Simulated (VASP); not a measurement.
Wanted: the native input for a VASP 6.6.1 run.

```yaml
Task: relaxation of cell and atoms
Functional: PBE
Potentials_or_basis: VASP PAW PBE potentials, release 64 (Ag, Sn_d, Se, I)
Cutoff: 600 eV
k_mesh: 2 × 2 × 2
Occupations: gaussian, width 0.15 eV
Spin: no spin polarisation
Dipole_correction: no
Further_INCAR_settings: ALGO = Normal; EDIFF = 1e-07; IBRION = 2; EDIFFG = -0.08; NSW = 36; ISIF = 3
```

The structure of AgSn2SeI3 lies in POSCAR:

```
AgSn2SeI3
1.0
    7.3441320000      0.0000000000      0.0000000000
   -3.6720660000      6.3602048800      0.0000000000
    0.0000000000      0.0000000000      5.9768597800
Ag Sn Se I
1 2 1 3
Direct
    0.0000000000      0.0000000000      0.0000000000
    0.3333333300      0.6666666700      0.0000000000
    0.6666666700      0.3333333300      0.0000000000
    0.0000000000      0.0000000000      0.5000000000
    0.5000000000      0.0000000000      0.0000000000
    0.0000000000      0.5000000000      0.0000000000
    0.5000000000      0.5000000000      0.0000000000
```

The cell was built from a structure type or drawn by symmetry, and may not be a known phase.

These files were run (other wordings do the same):

INCAR

```
SYSTEM = AgSn2SeI3
ALGO = Normal
EDIFF = 1E-7
EDIFFG = -0.08
ENCUT = 600
GGA = PE
IBRION = 2
ISIF = 3
ISMEAR = 0
LASPH = .TRUE.
LCHARG = .FALSE.
LREAL = .FALSE.
LWAVE = .FALSE.
NELM = 80
NSW = 36
PREC = Accurate
SIGMA = 0.15
```

KPOINTS

```
k-points
0
G
  2 2 2
  0 0 0
```

Potentials or basis: VASP PAW PBE potentials, release 64 (Ag, Sn_d, Se, I).

Command:

```console
$ cat potpaw_PBE.64/Ag/POTCAR potpaw_PBE.64/Sn_d/POTCAR potpaw_PBE.64/Se/POTCAR potpaw_PBE.64/I/POTCAR > POTCAR
$ mpirun -np 1 vasp_std > vasp.out
```

It gave:

```
Relaxed volume                        : 63.44 Å³/atom
Relaxed cell                          : a = 10.394 Å, b = 10.394 Å, c = 4.747 Å, α = 90.00°, β = 90.00°, γ = 120.00°
Space group after relaxing (to 0.1 Å) : P6/mmm (No. 191)
Energy gained by relaxing             : 4205.1 meV/atom
Ionic steps                           : 11
Pressure after relaxing               : 0.1 GPa
Band gap on the k mesh                : zero (filled and empty bands overlap)
```

Caveat: the k points lie up to 0.66 Å⁻¹ apart in the final cell; the volume moved by over 15 % at a fixed basis, so the end points are rough; spin-orbit coupling is left out, which moves the levels of the heavy elements.

Run time: 11 min on 1 thread of AMD EPYC 9R14 (Zen 4) (shared host), peak memory 0.46 GiB.
